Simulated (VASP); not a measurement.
# SnSe (Fm-3m) in VASP: a series of runs, part 2 of 2

VASP 6.6.1. Earlier steps stand in the parts before.

### 3 Relaxation of cell and atoms, LDA

This run uses another cell than the first one, of 27.27 Å³/atom.

The input, INCAR:

```
SYSTEM = SnSe
  PREC = Accurate
  ENCUT = 500
  EDIFF = 1E-7
  ISMEAR = 0
  SIGMA = 0.02
  LREAL = .False.
  LASPH = .True.
  NELM = 120
  ALGO = Normal
  ISIF = 3
  LWAVE = .False.
  LCHARG = .False.
  GGA = CA
  IBRION = 2
  NSW = 80
  EDIFFG = -0.03
  GGA_COMPAT = .False.
  NELMIN = 4
```

The input, KPOINTS:

```
Automatic mesh
0
Gamma
  5 5 5
  0 0 0
```

The input, POSCAR:

```
SnSe
1.0
    0.0000000000      3.0100000000      3.0100000000
    3.0100000000      0.0000000000      3.0100000000
    3.0100000000      3.0100000000      0.0000000000
Sn Se
1 1
Direct
    0.0000000000      0.0000000000      0.0000000000
    0.5000000000      0.5000000000      0.5000000000
```

Potentials or basis: VASP PAW LDA potentials, release 64 (Sn_d, Se).

Started as:

```
cat potpaw_LDA.64/Sn_d/POTCAR potpaw_LDA.64/Se/POTCAR > POTCAR
mpirun -np 1 vasp_std > vasp.out
```

OUTCAR:

```text
SYSTEM = SnSe
   PREC = Accurate
   ENCUT = 500
   EDIFF = 1E-7
   ISMEAR = 0
   LREAL = .False.
   LASPH = .True.
   NELM = 120
   ISIF = 3
   GGA = CA
   IBRION = 2
   NSW = 80
   EDIFFG = -0.03
   NELMIN = 4

 ion  position               nearest neighbor table
   1  0.000  0.000  0.000-   2 3.01   2 3.01   2 3.01   2 3.01   2 3.01   2 3.01
   2  0.500  0.500  0.500-   1 3.01   1 3.01   1 3.01   1 3.01   1 3.01   1 3.01

  LATTYP: Found a face centered cubic cell.
 ALAT       =     6.0200000000

  Lattice vectors:

 A1 = (   0.0000000000,   3.0100000000,   3.0100000000)
 A2 = (   3.0100000000,   0.0000000000,   3.0100000000)
 A3 = (   3.0100000000,   3.0100000000,   0.0000000000)

Analysis of symmetry for initial positions (statically):
=====================================================================
 Subroutine PRICEL returns:
 Original cell was already a primitive cell.

 Routine SETGRP: Setting up the symmetry group for a
 face centered cubic supercell.

 Subroutine GETGRP returns: Found 48 space group operations
 (whereof 48 operations were pure point group operations)
 out of a pool of 48 trial point group operations.

The static configuration has the point symmetry O_h .

Analysis of symmetry for dynamics (positions and initial velocities):
=====================================================================
 Subroutine PRICEL returns:
 Original cell was already a primitive cell.

 Routine SETGRP: Setting up the symmetry group for a
 face centered cubic supercell.

 Subroutine GETGRP returns: Found 48 space group operations
 (whereof 48 operations were pure point group operations)
 out of a pool of 48 trial point group operations.

The dynamic configuration has the point symmetry O_h .

 Subroutine INISYM returns: Found 48 space group operations
 (whereof 48 operations are pure point group operations),
 and found     1 'primitive' translations

----------------------------------------------------------------------------------------

                                     Primitive cell

  volume of cell :      54.5418

[... 87 lines left out ...]
   EFERMI =   0.00;   METHOD = LEGACY
   ISMEAR =     0;   SIGMA  =   0.02  broadening in eV -4-tet -1-fermi 0-gaus
   EFERMI_NEDOS =   21; number of points for ismear=-14 and -15
   IALGO  =     38    algorithm
   IMIX   =      4    mixing-type and parameters
     AMIX     =   0.40;   BMIX     =  1.00
     AMIX_MAG =   1.60;   BMIX_MAG =  1.00
  volume/ion in A,a.u.               =      27.27       184.03
  Fermi-wavevector in a.u.,A,eV,Ry     =   1.171768  2.214321 18.681350  1.373040
  Thomas-Fermi vector in A             =   2.308207
   LORBIT       =      0    0 simple, 1 ext, 2 COOP (PROOUT), +10 PAW based schemes
   GGA     = CA    functional components
   LHFCALC =     F    Hartree Fock is set to
   AEXX    =    0.0000 exact exchange contribution
   IVDW    =     0    specifies the selected vdW correction
   LEPSILON=     F    determine dielectric tensor
   LRPA    =     F    only Hartree local field effects (RPA)
 conjugate gradient relaxation of ions
 non-spin polarized calculation
 Gauss-broadening in eV      SIGMA  =   0.02
  energy-cutoff  :      500.00
  volume of cell :       54.54
 maximum number of plane-waves:      1411
   NGX = 15   NGY = 15   NGZ = 15

--------------------------------------- Ionic step        1  -------------------------------------------

 number of electron      20.0000006 magnetization

 Free energy of the ion-electron system (eV)
  ---------------------------------------------------
  ext. energy  EPLUGINS =         0.00000000
  ---------------------------------------------------
  free energy    TOTEN  =        -9.50075124 eV

  energy without entropy =       -9.50075124  energy(sigma->0) =       -9.50075124

 E-fermi :   5.4496     XC(G=0):  -9.8856

 val. band max:        5.2849981969   @ k =  -0.2000   0.2000   0.0000
 cond. band min:       6.1553845431   @ k =  -0.2000   0.2000   0.0000
 fundamental gap:      0.8703863461
 Fermi energy:         5.4496006746

 k-point     1 :       0.0000    0.0000    0.0000
  band No.  band energies     occupation
      1     -16.0909      2.00000
      2     -16.0909      2.00000
      3     -16.0886      2.00000
      4     -16.0886      2.00000
      5     -16.0886      2.00000
      6      -8.4500      2.00000
      7       0.2318      2.00000
      8       3.2540      2.00000
      9       3.2540      2.00000
     10       3.2540      2.00000
     11       9.6361      0.00000
     12       9.6361      0.00000
     13       9.6361      0.00000
     14      11.2856      0.00000
[... 222 lines left out ...]
--------------------------------------- Ionic step        3  -------------------------------------------

 number of electron      19.9999998 magnetization

 Free energy of the ion-electron system (eV)
  ---------------------------------------------------
  ext. energy  EPLUGINS =         0.00000000
  ---------------------------------------------------
  free energy    TOTEN  =        -9.53974604 eV

  energy without entropy =       -9.53974604  energy(sigma->0) =       -9.53974604

 E-fermi :   6.2946     XC(G=0): -10.1761

 val. band max:        6.1839347350   @ k =  -0.2000   0.2000   0.0000
 cond. band min:       6.9141534259   @ k =  -0.2000   0.2000   0.0000
 fundamental gap:      0.7302186909
 Fermi energy:         6.2946453422

 k-point     1 :       0.0000    0.0000    0.0000
  band No.  band energies     occupation
      1     -15.3416      2.00000
      2     -15.3416      2.00000
      3     -15.3359      2.00000
      4     -15.3359      2.00000
      5     -15.3359      2.00000
      6      -8.1537      2.00000
      7       1.2026      2.00000
      8       3.8179      2.00000
      9       3.8179      2.00000
     10       3.8179      2.00000
     11      10.6336      0.00000
     12      10.6336      0.00000
     13      10.6336      0.00000
     14      11.9648      0.00000
[... 180 lines left out ...]
  FREE ENERGIE OF THE ION-ELECTRON SYSTEM (eV)
  ---------------------------------------------------
  free  energy   TOTEN  =        -9.5397460354 eV

  energy  without entropy=       -9.5397460354  energy(sigma->0) =       -9.53974604

 reached required accuracy - stopping structural energy minimisation
```

OSZICAR:

```text
N       E                     dE             d eps       ncg     rms          rms(c)
DAV:   1     0.127139089064E+03    0.12714E+03   -0.98585E+03   280   0.164E+03
DAV:   2     0.245806142361E+01   -0.12468E+03   -0.12251E+03   280   0.384E+02
DAV:   3    -0.939827527516E+01   -0.11856E+02   -0.11815E+02   370   0.108E+02
[... 26 lines left out ...]
DAV:   5    -0.953975548169E+01    0.66660E-04   -0.12127E-04   406   0.129E-01    0.193E-02
DAV:   6    -0.953974687790E+01    0.86038E-05   -0.18846E-05   292   0.712E-02    0.446E-03
DAV:   7    -0.953974636150E+01    0.51641E-06   -0.38837E-06   328   0.357E-02    0.256E-03
DAV:   8    -0.953974603315E+01    0.32834E-06   -0.28168E-07   292   0.667E-03    0.336E-04
DAV:   9    -0.953974603543E+01   -0.22742E-08   -0.12116E-08   140   0.122E-03
   3 F= -.95397460E+01 E0= -.95397460E+01  d E =-.389948E-01
```

It took 30 s on 1 thread of AMD EPYC 7R43 (Zen 3), shared host; peak memory 0.12 GiB.

Results:

* Free energy: -9.5397 eV
* Relaxed volume: 25.56 Å³/atom
* Relaxed cell: a = 4.166 Å, b = 4.166 Å, c = 4.166 Å, α = 60.00°, β = 60.00°, γ = 60.00°
* Space group after relaxing (to 0.1 Å): Fm-3m (No. 225)
* Energy gained by relaxing: 19.5 meV/atom
* Ionic steps: 3
* Pressure after relaxing: 0.0 GPa

Step by step:
```
step  energy change (eV)  largest force (eV/Å)  pressure (GPa)  volume (Å³)
   1              0.0000                0.0000           -3.45        54.54
   2             -0.0344                0.0000            1.37        50.03
   3             -0.0390                0.0000            0.00        51.12
```

Final structure:
```
CELL_PARAMETERS angstrom
0.00000 2.94560 2.94560
2.94560 0.00000 2.94560
2.94560 2.94560 0.00000
ATOMIC_POSITIONS crystal
Sn 0.00000 0.00000 0.00000
Se 0.50000 0.50000 0.50000
```

Caveat: this odd mesh misses L, so gap, dielectric constants and Born charges aren't listed; spin-orbit coupling is left out, which moves the levels of the heavy elements.
